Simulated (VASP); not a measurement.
# MoS2 (P-3m1) in VASP: single point with PBEsol

Aim: the single point of MoS2 with PBEsol.

All numbers are computed with VASP 6.6.1; they aren't measurements. Logs are shortened: lines on timing, memory, paths and dates and some standing lists are left out, and cuts for length are marked.

### Step 1. The cell of the first run

It takes space group P-3m1 (No. 164, trigonal). Conventional cell: a = 3.227 Å, b = 3.227 Å, c = 6.312 Å, α = 90.00°, β = 90.00°, γ = 120.00°. Within 3.2 Å of Mo (site symmetry -3m) lie 6 S at 2.42 Å. Within 3.2 Å of S (site symmetry 3m) lie 3 Mo at 2.42 Å.

### Step 2. Single point, PBEsol

The input, INCAR:

```
  PREC = Accurate
  ENCUT = 520
  EDIFF = 1E-6
  ISMEAR = 1
  SIGMA = 0.1
  LREAL = False
  LASPH = True
  NELM = 100
  ALGO = Normal
  ISIF = 2
  LWAVE = False
  LCHARG = True
  GGA = PS
  LELF = True
  LVHAR = True
  NBANDS = 20
```

The input, KPOINTS:

```
regular mesh
0
Gamma
  10 10 5
```

The input, POSCAR:

```
MoS2
1.0
    3.2274600000      0.0000000000      0.0000000000
   -1.6137300000      2.7950700000      0.0000000000
    0.0000000000      0.0000000000      6.3124700000
Mo S
1 2
Direct
    0.0000000000      0.0000000000      0.5000000000
    0.3333333333      0.6666666667      0.2553200000
    0.6666666667      0.3333333333      0.7446800000
```

Potentials or basis: VASP PAW PBE potentials, release 64 (Mo_sv, S).

Command:

```
$ cat potpaw_PBE.64/Mo_sv/POTCAR potpaw_PBE.64/S/POTCAR > POTCAR
$ mpirun -np 1 vasp_std > vasp.out
```

OUTCAR:

```text
PREC = Accurate
   ENCUT = 520
   EDIFF = 1E-6
   ISMEAR = 1
   LREAL = False
   LASPH = True
   NELM = 100
   ISIF = 2
   GGA = PS

 ion  position               nearest neighbor table
   1  0.000  0.000  0.500-   2 2.42   3 2.42   3 2.42   2 2.42   3 2.42   2 2.42
   2  0.333  0.667  0.255-   1 2.42   1 2.42   1 2.42
   3  0.667  0.333  0.745-   1 2.42   1 2.42   1 2.42

  LATTYP: Found a hexagonal cell.
 ALAT       =     3.2274600000
 C/A-ratio  =     1.9558631246

  Lattice vectors:

 A1 = (   3.2274600000,   0.0000000000,   0.0000000000)
 A2 = (  -1.6137300000,   2.7950700000,   0.0000000000)
 A3 = (   0.0000000000,   0.0000000000,   6.3124700000)

Analysis of symmetry for initial positions (statically):
=====================================================================
 Subroutine PRICEL returns:
 Original cell was already a primitive cell.

 Routine SETGRP: Setting up the symmetry group for a
 hexagonal supercell.

 Subroutine GETGRP returns: Found 12 space group operations
 (whereof 12 operations were pure point group operations)
 out of a pool of 24 trial point group operations.

The static configuration has the point symmetry D_3d.

Analysis of symmetry for dynamics (positions and initial velocities):
=====================================================================
 Subroutine PRICEL returns:
 Original cell was already a primitive cell.

 Routine SETGRP: Setting up the symmetry group for a
 hexagonal supercell.

 Subroutine GETGRP returns: Found 12 space group operations
 (whereof 12 operations were pure point group operations)
 out of a pool of 24 trial point group operations.

The dynamic configuration has the point symmetry D_3d.

 Subroutine INISYM returns: Found 12 space group operations
 (whereof 12 operations are pure point group operations),
 and found     1 'primitive' translations

----------------------------------------------------------------------------------------

                                     Primitive cell

  volume of cell :      56.9446

  direct lattice vectors                    reciprocal lattice vectors
[... 82 lines left out ...]
   ICHARG =      2    charge: 1-file 2-atom 10-const
   ISPIN  =      1    spin polarized calculation?
   LNONCOLLINEAR =      F non collinear calculations
   LSORBIT =      F    spin-orbit coupling
   LASPH  =      T    aspherical Exc in radial PAW
   ENCUT  =  520.0 eV  38.22 Ry    6.18 a.u.   6.00  6.00 11.74*2*pi/ulx,y,z
   NELM   =    100;   NELMIN=  2; NELMDL= -5     # of ELM steps
   EDIFF  = 0.1E-05   stopping-criterion for ELM
   LREAL  =      F    real-space projection
   EDIFFG = 0.1E-04   stopping-criterion for IOM
   NSW    =      0    number of steps for IOM
   IBRION =     -1    ionic relax: 0-MD 1-quasi-New 2-CG
   NFREE  =      0    steps in history (QN), initial steepest desc. (CG)
   ISIF   =      2    stress and relaxation
   ISYM   =      2    0-nonsym 1-usesym 2-fastsym
   POTIM  = 0.5000    time-step for ionic-motion
   TEBEG  =    0.0;   TEEND  =   0.0 temperature during run
   PSTRESS=    0.0 pullay stress
   NELECT =      26.0000    total number of electrons
   NUPDOWN=      -1.0000    fix difference up-down
   EMIN   =  10.00;   EMAX   =-10.00  energy-range for DOS
   EFERMI =   0.00;   METHOD = LEGACY
   ISMEAR =     1;   SIGMA  =   0.10  broadening in eV -4-tet -1-fermi 0-gaus
   EFERMI_NEDOS =   21; number of points for ismear=-14 and -15
   IALGO  =     38    algorithm
   IMIX   =      4    mixing-type and parameters
     AMIX     =   0.40;   BMIX     =  1.00
     AMIX_MAG =   1.60;   BMIX_MAG =  1.00
  volume/ion in A,a.u.               =      18.98       128.09
  Fermi-wavevector in a.u.,A,eV,Ry     =   1.260613  2.382212 21.621619  1.589144
  Thomas-Fermi vector in A             =   2.394113
   LORBIT       =      0    0 simple, 1 ext, 2 COOP (PROOUT), +10 PAW based schemes
   GGA     = PS    functional components
   LHFCALC =     F    Hartree Fock is set to
   AEXX    =    0.0000 exact exchange contribution
   IVDW    =     0    specifies the selected vdW correction
   LEPSILON=     F    determine dielectric tensor
   LRPA    =     F    only Hartree local field effects (RPA)
 non-spin polarized calculation
 Methfessel and Paxton  Order N= 1 SIGMA  =   0.10
  energy-cutoff  :      520.00
  volume of cell :       56.94
 maximum number of plane-waves:      1556
   NGX = 13   NGY = 13   NGZ = 23

 number of electron      26.0000002 magnetization

 Free energy of the ion-electron system (eV)
  ---------------------------------------------------
  ext. energy  EPLUGINS =         0.00000000
  ---------------------------------------------------
  free energy    TOTEN  =       -22.57098270 eV

  energy without entropy =      -22.57236375  energy(sigma->0) =      -22.57144305

 E-fermi :   6.9309     XC(G=0): -10.6244

 val. band max:        6.8531505846   @ k =   0.2000   0.2000   0.4000
 cond. band min:       6.9646459020   @ k =   0.1000   0.0000   0.2000
 fundamental gap:      0.1114953175
 Fermi energy:         6.9309164576

 k-point     1 :       0.0000    0.0000    0.0000
  band No.  band energies     occupation
      1     -54.8593      2.00000
      2     -28.9215      2.00000
      3     -28.8923      2.00000
      4     -28.8923      2.00000
      5      -7.9866      2.00000
      6      -6.5232      2.00000
[... 541 lines left out ...]
     19      13.2057      0.00000
     20      14.5011      0.00000

 [... further k-points ...]

------------------------ aborting loop because EDIFF is reached ----------------------------------------

  FORCE on cell =-STRESS in cart. coord.  units (eV):
  Direction    XX          YY          ZZ          XY          YZ          ZX
  --------------------------------------------------------------------------------------
  -------------------------------------------------------------------------------------
  Total       -1.6871296     -1.6871388     -0.2300509      0.0000000      0.0000000     -0.0000000
  in kB      -47.4685687    -47.4688285     -6.4726419      0.0000000      0.0000000     -0.0000000
  external PRESSURE =     -33.8033464 kB  Pullay stress =       0.0000000 kB

 VOLUME and BASIS-vectors are now :
 -----------------------------------------------------------------------------
  energy-cutoff  :      520.00
  volume of cell :       56.94
      direct lattice vectors                 reciprocal lattice vectors
     3.227460000  0.000000000  0.000000000     0.309841175  0.178886396  0.000000000
    -1.613730000  2.795070000  0.000000000     0.000000000  0.357772793  0.000000000
     0.000000000  0.000000000  6.312470000     0.000000000  0.000000000  0.158416594

 POSITION                                       TOTAL-FORCE (eV/Angst)
 -----------------------------------------------------------------------------------
      0.00000      0.00000      3.15624        -0.000000      0.000000     -0.000000
     -0.00000      1.86338      1.61170         0.000000     -0.000000     -0.022950
      1.61373      0.93169      4.70077         0.000000      0.000000      0.022950
 -----------------------------------------------------------------------------------
    total drift:                                0.000000      0.000000     -0.000000

  FREE ENERGIE OF THE ION-ELECTRON SYSTEM (eV)
  ---------------------------------------------------
  free  energy   TOTEN  =       -22.5709827046 eV

  energy  without entropy=      -22.5723637455  energy(sigma->0) =      -22.57144305
```

OSZICAR:

```text
N       E                     dE             d eps       ncg     rms          rms(c)
DAV:   1     0.194722054714E+03    0.19472E+03   -0.14854E+04  2480   0.122E+03
DAV:   2    -0.162264775155E+02   -0.21095E+03   -0.20573E+03  2856   0.314E+02
DAV:   3    -0.241128395800E+02   -0.78864E+01   -0.77993E+01  2820   0.577E+01
DAV:   4    -0.242155128182E+02   -0.10267E+00   -0.10256E+00  2792   0.692E+00
DAV:   5    -0.242171777175E+02   -0.16649E-02   -0.16647E-02  2964   0.856E-01    0.234E+01
DAV:   6    -0.231360326354E+02    0.10811E+01   -0.15253E+01  2396   0.211E+01    0.917E+00
DAV:   7    -0.227413496255E+02    0.39468E+00   -0.66548E+00  2388   0.132E+01    0.596E+00
DAV:   8    -0.225716214209E+02    0.16973E+00   -0.87792E-01  2568   0.509E+00    0.173E+00
DAV:   9    -0.225728449287E+02   -0.12235E-02   -0.34634E-02  2716   0.108E+00    0.652E-01
DAV:  10    -0.225711557458E+02    0.16892E-02   -0.18358E-02  2528   0.825E-01    0.159E-01
DAV:  11    -0.225710075928E+02    0.14815E-03   -0.96869E-04  2652   0.204E-01    0.561E-02
DAV:  12    -0.225709723633E+02    0.35230E-04   -0.10326E-04  2676   0.642E-02    0.348E-02
DAV:  13    -0.225709836322E+02   -0.11269E-04   -0.62385E-05  2492   0.452E-02    0.126E-02
DAV:  14    -0.225709825734E+02    0.10587E-05   -0.63831E-06  2768   0.146E-02    0.572E-03
DAV:  15    -0.225709827046E+02   -0.13115E-06   -0.62507E-07  1696   0.444E-03
   1 F= -.22570983E+02 E0= -.22571443E+02  d E =0.138104E-02
```

Wall time 56 s (1 thread of AMD EPYC 7R43 (Zen 3), shared host); peak memory 0.17 GiB.

What came out:

```yaml
Free_energy: -22.5710 eV
Pressure: -3.4 GPa
Largest_force: 0.023 eV/Å
Band_gap_on_the_k_mesh: zero (band 13 reaches 7.24 eV, above the bottom of band 14 at 6.47 eV)
```

Forces on the atoms (eV/Å):
```
Mo   0.000  0.000  0.000
S    0.000  0.000 -0.023
S    0.000  0.000  0.023
```

Stress tensor (GPa, compression positive):
```
-4.75  0.00  0.00
 0.00 -4.75  0.00
 0.00  0.00 -0.65
```

Caveat: the PAW data sets were made with another functional, which shifts forces and pressure a little; this functional lacks dispersion, which binds the layers, so the pressure and a relaxed spacing across them are unreliable.
